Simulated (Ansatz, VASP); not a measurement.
CsH in VASP and in Ansatz

```
Cs H
1.0
     0.00000    3.57859    2.53006
     3.57859    0.00000    2.53006
     3.57859    3.57859    0.00000
Cs H
1 1
Direct
  0.00000 0.00000 0.00000
  0.50000 0.50000 0.50000
```

Alike in both runs: task single point; functional r2SCAN; k mesh 8 × 8 × 8; occupations gaussian, width 0.05 eV; no spin polarisation.

```csv
,VASP,Ansatz
version,VASP 6.6.1,Ansatz 0.2.0
potentials or method,"VASP PAW PBE potentials, release 64 (Cs_sv, H), cutoff 520 eV","scalar-relativistic, plane waves, PAW"
valence electrons in the cell,10,10
```

|  | VASP | Ansatz | Ansatz less VASP |
| --- | --- | --- | --- |
| gap on the k mesh at the Fermi level (eV) | 1.81 | 1.85 | +0.036 |
| least direct gap on the mesh (eV) | 1.81 | 1.85 | +0.036 |
| pressure (GPa) | 3.8 | 3.7 | -0.10 |
| traceless stress, the component that is largest in VASP (GPa) | 10.12 | 9.90 | -0.225 |

VASP's potentials were made for PBE, not for r2SCAN.

Neither program's run includes spin-orbit coupling.
